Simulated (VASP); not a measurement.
# Ta (Im-3m) in VASP: a series of runs

The runs below take Ta through single point, relaxation of cell and atoms, with LDA, RPBE+D3(BJ), PBEsol+D4, RPBE+D4.

All numbers are computed with VASP 6.6.1; they aren't measurements. Logs are shortened: lines on timing, memory, paths and dates and some standing lists are left out, and cuts for length are marked.

## Step 1: The cell of the first run

It takes space group Im-3m (No. 229, cubic). The conventional cell has a = 3.367 Å, b = 3.367 Å, c = 3.367 Å, α = 90.00°, β = 90.00°, γ = 90.00°. Ta (site symmetry m-3m) has 14 Ta at 2.92 to 3.37 Å within 3.8 Å.

## Step 2: Single point, LDA (volume scaled by 1.06)

Contents of INCAR:

```
  PREC = Accurate
  ENCUT = 520
  EDIFF = 1E-6
  ISMEAR = -1
  SIGMA = 0.05
  LREAL = F
  LASPH = T
  NELM = 80
  ALGO = Normal
  ISIF = 2
  LWAVE = F
  LCHARG = T
  LELF = T
  LVHAR = T
  NBANDS = 12
```

Contents of KPOINTS:

```
regular mesh
0
Gamma
  11 11 11
```

Contents of POSCAR:

```
Ta
1.0
   -1.6836662614      1.6836662614      1.6836662614
    1.6836662614     -1.6836662614      1.6836662614
    1.6836662614      1.6836662614     -1.6836662614
Ta
1
Direct
    0.0000000000      0.0000000000      0.0000000000
```

Potentials or basis: VASP PAW LDA potentials, release 64 (Ta_pv).

Started as:

```
cat potpaw_LDA.64/Ta_pv/POTCAR > POTCAR
mpirun -np 1 vasp_std > vasp.out
```

OUTCAR:

```text
PREC = Accurate
   ENCUT = 520
   EDIFF = 1E-6
   ISMEAR = -1
   LREAL = F
   LASPH = T
   NELM = 80
   ISIF = 2

 ion  position               nearest neighbor table
   1  0.000  0.000  0.000-

  LATTYP: Found a body centered cubic cell.
 ALAT       =     3.3673325228

  Lattice vectors:

 A1 = (  -1.6836662614,   1.6836662614,   1.6836662614)
 A2 = (   1.6836662614,  -1.6836662614,   1.6836662614)
 A3 = (   1.6836662614,   1.6836662614,  -1.6836662614)

Analysis of symmetry for initial positions (statically):
=====================================================================
 Subroutine PRICEL returns:
 Original cell was already a primitive cell.

 Routine SETGRP: Setting up the symmetry group for a
 body centered cubic supercell.

 Subroutine GETGRP returns: Found 48 space group operations
 (whereof 48 operations were pure point group operations)
 out of a pool of 48 trial point group operations.

The static configuration has the point symmetry O_h .

Analysis of symmetry for dynamics (positions and initial velocities):
=====================================================================
 Subroutine PRICEL returns:
 Original cell was already a primitive cell.

 Routine SETGRP: Setting up the symmetry group for a
 body centered cubic supercell.

 Subroutine GETGRP returns: Found 48 space group operations
 (whereof 48 operations were pure point group operations)
 out of a pool of 48 trial point group operations.

The dynamic configuration has the point symmetry O_h .

 Subroutine INISYM returns: Found 48 space group operations
 (whereof 48 operations are pure point group operations),
 and found     1 'primitive' translations

----------------------------------------------------------------------------------------

                                     Primitive cell

  volume of cell :      19.0910

  direct lattice vectors                    reciprocal lattice vectors
    -1.683666261  1.683666261  1.683666261     0.000000000  0.296970968  0.296970968
     1.683666261 -1.683666261  1.683666261     0.296970968  0.000000000  0.296970968
     1.683666261  1.683666261 -1.683666261     0.296970968  0.296970968  0.000000000

  length of vectors
     2.916195508  2.916195508  2.916195508     0.419980371  0.419980371  0.419980371

  position of ions in fractional coordinates (direct lattice)
     0.000000000  0.000000000  0.000000000

  ion indices of the primitive-cell ions
   primitive index   ion index
                 1           1

----------------------------------------------------------------------------------------

 KPOINTS: regular mesh

Automatic generation of k-mesh.
 Grid dimensions read from file:
 generate k-points for:   11   11   11

 Generating k-lattice:

  Cartesian coordinates                     Fractional coordinates (reciprocal lattice)
     0.000000000  0.026997361  0.026997361     0.090909091  0.000000000  0.000000000
     0.026997361  0.000000000  0.026997361     0.000000000  0.090909091  0.000000000
     0.026997361  0.026997361  0.000000000     0.000000000  0.000000000  0.090909091

  Length of vectors
     0.038180034  0.038180034  0.038180034

  Shift w.r.t. Gamma in fractional coordinates (k-lattice)
     0.000000000  0.000000000  0.000000000

 Subroutine IBZKPT returns following result:
 ===========================================

 Found     56 irreducible k-points:

 Following reciprocal coordinates:
            Coordinates               Weight
  0.000000  0.000000  0.000000      1.000000
  0.090909  0.000000  0.000000     12.000000
  0.181818  0.000000  0.000000     12.000000
  0.272727  0.000000  0.000000     12.000000
  0.363636  0.000000  0.000000     12.000000
  0.454545  0.000000  0.000000     12.000000
[... 16 lines left out ...]
  0.272727  0.181818  0.090909     48.000000
  0.363636  0.181818  0.090909     24.000000
 [... further k-points ...]
   k-points           NKPTS =     56   k-points in BZ     NKDIM =     56   number of bands    NBANDS=     12
   number of dos      NEDOS =    301   number of ions     NIONS =      1
   total plane-waves  NPLWV =  13824
   dimension x,y,z NGX =    24 NGY =   24 NGZ =   24
   dimension x,y,z NGXF=    48 NGYF=   48 NGZF=   48
   ions per type =               1
   NGX,Y,Z   is equivalent  to a cutoff of  13.68, 13.68, 13.68 a.u.
   NGXF,Y,Z  is equivalent  to a cutoff of  27.36, 27.36, 27.36 a.u.
 SYSTEM =  unknown system
   PREC   = accura    normal or accurate (medium, high low for compatibility)
   ISTART =      0    job   : 0-new  1-cont  2-samecut
   ICHARG =      2    charge: 1-file 2-atom 10-const
   ISPIN  =      1    spin polarized calculation?
   LNONCOLLINEAR =      F non collinear calculations
   LSORBIT =      F    spin-orbit coupling
   LASPH  =      T    aspherical Exc in radial PAW
   ENCUT  =  520.0 eV  38.22 Ry    6.18 a.u.   5.42  5.42  5.42*2*pi/ulx,y,z
   NELM   =     80;   NELMIN=  2; NELMDL= -5     # of ELM steps
   EDIFF  = 0.1E-05   stopping-criterion for ELM
   LREAL  =      F    real-space projection
   EDIFFG = 0.1E-04   stopping-criterion for IOM
   NSW    =      0    number of steps for IOM
   IBRION =     -1    ionic relax: 0-MD 1-quasi-New 2-CG
   NFREE  =      0    steps in history (QN), initial steepest desc. (CG)
   ISIF   =      2    stress and relaxation
   ISYM   =      2    0-nonsym 1-usesym 2-fastsym
   POTIM  = 0.5000    time-step for ionic-motion
   TEBEG  =    0.0;   TEEND  =   0.0 temperature during run
   PSTRESS=    0.0 pullay stress
   NELECT =      11.0000    total number of electrons
   NUPDOWN=      -1.0000    fix difference up-down
   EMIN   =  10.00;   EMAX   =-10.00  energy-range for DOS
   EFERMI =   0.00;   METHOD = LEGACY
   ISMEAR =    -1;   SIGMA  =   0.05  broadening in eV -4-tet -1-fermi 0-gaus
   EFERMI_NEDOS =   21; number of points for ismear=-14 and -15
   IALGO  =     38    algorithm
   IMIX   =      4    mixing-type and parameters
     AMIX     =   0.40;   BMIX     =  1.00
     AMIX_MAG =   1.60;   BMIX_MAG =  1.00
  volume/ion in A,a.u.               =      19.09       128.83
  Fermi-wavevector in a.u.,A,eV,Ry     =   1.362270  2.574316 25.249397  1.855778
  Thomas-Fermi vector in A             =   2.488774
   LORBIT       =      0    0 simple, 1 ext, 2 COOP (PROOUT), +10 PAW based schemes
   GGA     = CA    functional components
   LHFCALC =     F    Hartree Fock is set to
   AEXX    =    0.0000 exact exchange contribution
   IVDW    =     0    specifies the selected vdW correction
   LEPSILON=     F    determine dielectric tensor
   LRPA    =     F    only Hartree local field effects (RPA)
 non-spin polarized calculation
  energy-cutoff  :      520.00
  volume of cell :       19.09
 maximum number of plane-waves:       531
 NGX is ok and might be reduce to    24
   NGX = 11   NGY = 11   NGZ = 11

 number of electron      10.9999998 magnetization

 Free energy of the ion-electron system (eV)
  ---------------------------------------------------
  ext. energy  EPLUGINS =         0.00000000
  ---------------------------------------------------
  free energy    TOTEN  =       -12.72636538 eV

  energy without entropy =      -12.71646230  energy(sigma->0) =      -12.72141384

 E-fermi :   4.9235     XC(G=0): -12.5027

 val. band max:        4.8709712345   @ k =  -0.4545   0.4545   0.1818
 cond. band min:       4.9318162022   @ k =   0.3636   0.1818   0.0909
 fundamental gap:      0.0608449677
 Fermi energy:         4.9235272466

 k-point     1 :       0.0000    0.0000    0.0000
  band No.  band energies     occupation
      1     -28.1960      2.00000
      2     -28.1960      2.00000
      3     -28.1960      2.00000
      4      -2.6916      2.00000
      5       5.5948      0.00000
      6       5.5948      0.00000
      7       5.5948      0.00000
      8       8.6460      0.00000
      9       8.6460      0.00000
     10      18.4173      0.00000
     11      19.7359      0.00000
     12      19.7359      0.00000

 k-point     2 :       0.0909    0.0000    0.0000
  band No.  band energies     occupation
      1     -28.2801      2.00000
      2     -28.2224      2.00000
      3     -28.1963      2.00000
      4      -2.3491      2.00000
      5       5.3829      0.00020
      6       5.5259      0.00001
      7       5.9299      0.00000
      8       8.3386      0.00000
      9       8.6513      0.00000
     10      18.4170      0.00000
     11      20.0177      0.00000
     12      20.3346      0.00000

 k-point     3 :       0.1818    0.0000    0.0000
  band No.  band energies     occupation
      1     -28.5004      2.00000
      2     -28.2925      2.00000
      3     -28.1972      2.00000
      4      -1.4145      2.00000
      5       4.8666      1.51476
      6       5.1922      0.00923
      7       6.9072      0.00000
      8       8.0109      0.00000
      9       8.7063      0.00000
     10      18.4162      0.00000
     11      20.3359      0.00000
     12      21.8075      0.00000
[... 286 lines left out ...]
 k-point    23 :       0.2727    0.1818    0.0909
  band No.  band energies     occupation
      1     -29.0065      2.00000
      2     -28.5786      2.00000
      3     -28.3495      2.00000
      4       2.2112      2.00000
      5       3.5145      2.00000
      6       4.3225      1.99999
      7       8.9323      0.00000
      8       9.4247      0.00000
      9      13.4886      0.00000
     10      14.5171      0.00000
     11      18.4153      0.00000
     12      18.4266      0.00000

 k-point    24 :       0.3636    0.1818    0.0909
  band No.  band energies     occupation
      1     -29.0086      2.00000
      2     -28.6448      2.00000
      3     -28.3560      2.00000
      4       2.2577      2.00000
      5       3.4561      2.00000
      6       4.9318      0.91730
      7       8.9998      0.00000
      8       9.5211      0.00000
      9      13.2884      0.00000
     10      14.3991      0.00000
     11      17.8101      0.00000
     12      18.4218      0.00000

 [... further k-points ...]
[... 5 lines left out ...]
  --------------------------------------------------------------------------------------
  -------------------------------------------------------------------------------------
  Total       -2.1805883     -2.1805883     -2.1805883      0.0000000      0.0000000      0.0000000
  in kB     -183.0021718   -183.0021718   -183.0021718      0.0000000      0.0000000      0.0000000
  external PRESSURE =    -183.0021718 kB  Pullay stress =       0.0000000 kB

 VOLUME and BASIS-vectors are now :
 -----------------------------------------------------------------------------
  energy-cutoff  :      520.00
  volume of cell :       19.09
      direct lattice vectors                 reciprocal lattice vectors
    -1.683666261  1.683666261  1.683666261     0.000000000  0.296970968  0.296970968
     1.683666261 -1.683666261  1.683666261     0.296970968  0.000000000  0.296970968
     1.683666261  1.683666261 -1.683666261     0.296970968  0.296970968  0.000000000

 POSITION                                       TOTAL-FORCE (eV/Angst)
 -----------------------------------------------------------------------------------
      0.00000      0.00000      0.00000        -0.000000     -0.000000     -0.000000
 -----------------------------------------------------------------------------------
    total drift:                                0.000000      0.000000     -0.000000

  FREE ENERGIE OF THE ION-ELECTRON SYSTEM (eV)
  ---------------------------------------------------
  free  energy   TOTEN  =       -12.7263653785 eV

  energy  without entropy=      -12.7164622954  energy(sigma->0) =      -12.72141384
```

It took 8.2 s on 1 thread of AMD EPYC 7R43 (Zen 3), shared host; peak memory 0.1 GiB.

Results:

```yaml
Free_energy: -12.7264 eV
Pressure: -18.3 GPa
```

Caveat: the cell differs from its parent crystal (volume scaled by 1.06); spin-orbit coupling is left out, which moves the levels of the heavy elements.

## Step 3: Single point, RPBE+D3(BJ)

This run uses another cell than the first one, of 15.15 Å³/atom, 0.794 times its volume.

Contents of INCAR:

```
SYSTEM = Ta
  PREC = Accurate
  ENCUT = 520
  EDIFF = 1E-7
  ISMEAR = -1
  SIGMA = 0.05
  LREAL = .FALSE.
  LASPH = .TRUE.
  NELM = 60
  ALGO = Fast
  ISIF = 2
  LWAVE = .FALSE.
  LCHARG = .FALSE.
  GGA = RP
  IVDW = 12
  NBANDS = 12
```

Contents of KPOINTS:

```
regular mesh
0
G
  11 11 11
  0 0 0
```

Contents of POSCAR:

```
Ta
1.0
   -1.5587394156      1.5587394156      1.5587394156
    1.5587394156     -1.5587394156      1.5587394156
    1.5587394156      1.5587394156     -1.5587394156
Ta
1
Direct
    0.0000000000      0.0000000000      0.0000000000
```

Potentials or basis: VASP PAW PBE potentials, release 64 (Ta_pv).

Started as:

```
cat potpaw_PBE.64/Ta_pv/POTCAR > POTCAR
mpirun -np 1 vasp_std > vasp.out
```

It took 4.3 s on 1 thread of Intel Xeon 6975P-C (Granite Rapids), shared host; peak memory 0.13 GiB.

The run converged. Its results:

| Property | Result |
| --- | --- |
| Free energy | -16.5230 eV |
| Pressure | 0.5 GPa |
| Dispersion energy per atom | -5.730 eV |

Levels at points of the mesh, in eV from the Fermi level:
```tsv
k point	band 3	band 4	band 5	band 6	band 7	band 8
(0.00, 0.00, 0.00)	-32.38	-8.51	0.73	0.73	0.73	4.65
```

Caveat: the PAW data sets were made with another functional, which shifts forces and pressure a little; spin-orbit coupling is left out, which moves the levels of the heavy elements; pairwise dispersion overbinds metals, which lowers pressure and volume.

## Step 4: Single point, PBEsol+D4

This run uses another cell than the first one, of 17.49 Å³/atom, 0.916 times its volume.

Contents of INCAR:

```
ALGO = Fast
EDIFF = 1E-6
ENCUT = 520
GGA = PS
ISIF = 2
ISMEAR = -1
IVDW = 13
LASPH = True
LCHARG = True
LELF = True
LREAL = False
LVHAR = True
LWAVE = False
NBANDS = 12
NELM = 60
PREC = Accurate
SIGMA = 0.05
```

Contents of KPOINTS:

```
k-points
0
Gamma
  11 11 11
```

Contents of POSCAR:

```
Ta
1.0
   -1.6353060740      1.6353060740      1.6353060740
    1.6353060740     -1.6353060740      1.6353060740
    1.6353060740      1.6353060740     -1.6353060740
Ta
1
Direct
    0.0000000000      0.0000000000      0.0000000000
```

Started as:

```
cat potpaw_PBE.64/Ta_pv/POTCAR > POTCAR
mpirun -np 1 vasp_std > vasp.out
```

Run time: 4.9 s. Hardware: 1 thread of Intel Xeon 6975P-C (Granite Rapids), shared host; peak memory 0.14 GiB.

It converged, with:

```
Free energy                : -12.7515 eV
Pressure                   : 0.3 GPa
Dispersion energy per atom : -0.191 eV
```

Levels at points of the mesh, in eV from the Fermi level:
```
           k point  band 3  band 4  band 5  band 6  band 7  band 8
(0.00, 0.00, 0.00)  -32.91   -8.04    0.72    0.72    0.72    4.10
```

Caveat: the PAW data sets were made with another functional, which shifts forces and pressure a little; spin-orbit coupling is left out, which moves the levels of the heavy elements; pairwise dispersion overbinds metals, which lowers pressure and volume.

[end of part 1 of 2]
